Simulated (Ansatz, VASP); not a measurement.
## Ba3B2: VASP beside Ansatz

```xyz
5
Lattice="5.6747 0.0000 0.0000 0.0000 5.6747 0.0000 0.0000 0.0000 5.6747" Properties=species:S:1:pos:R:3 pbc="T T T"
Ba    2.8373    0.0000    0.0000
Ba    0.0000    2.8373    0.0000
Ba    0.0000    0.0000    2.8373
B     0.0000    0.0000    0.0000
B     2.8373    2.8373    2.8373
```

Alike in both runs: functional PBE; k mesh 8 × 8 × 8; occupations gaussian, width 0.1 eV; no spin polarisation.

Ansatz relaxed the structure, and its values are those at the end. VASP's run is a single point on that final structure, the one shown.

|  | VASP | Ansatz |
| --- | --- | --- |
| version | VASP 6.6.1 | Ansatz 0.2.0 |
| potentials or method | VASP PAW PBE potentials, release 64 (Ba_sv, B), cutoff 520 eV | scalar-relativistic, plane waves, PAW |
| valence electrons in the cell | 36 | 36 |

```tsv
	VASP	Ansatz	Ansatz less VASP
gap on the k mesh at the Fermi level (eV)	none	none	-
pressure (GPa)	0.5	0.0	-0.49
```

A gap of «none» marks a metal or a gap that the smearing closes. With one functional, cell and mesh, what is left measures potentials, basis and numerics.

Spin-orbit coupling is off throughout.
